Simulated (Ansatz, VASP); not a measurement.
# Two plane-wave programs on Ge

```xyz
4
Lattice="-3.3492 3.3492 1.9781 3.3492 -3.3492 1.9781 3.3492 3.3492 -1.9781" Properties=species:S:1:pos:R:3 pbc="T T T"
Ge    1.2215    1.2215    1.9781
Ge    2.1277    2.1277    0.0000
Ge    1.2215   -1.2215    1.9781
Ge   -1.2215    1.2215    1.9781
```

Alike in both runs: task relaxation of cell and atoms; functional PBE; k mesh 6 × 6 × 6; occupations gaussian, width 0.1 eV; no spin polarisation.

|  | VASP | Ansatz |
| --- | --- | --- |
| version | VASP 6.6.1 | Ansatz 0.2.0 |
| potentials or method | VASP PAW PBE potentials, release 64 (Ge_d), cutoff 600 eV | scalar-relativistic, plane waves, PAW |
| valence electrons in the cell | 56 | 56 |

```csv
,VASP,Ansatz,Ansatz less VASP
"gap on the k mesh at the Fermi level, each at its own relaxed structure (eV)",none,none,-
relaxed volume (Å³/atom),25.30,25.15,-0.151
relaxed cell length with the largest relative difference (Å),5.384,5.369,-0.0151
```

A gap of «none» marks a metal or a gap that the smearing closes.
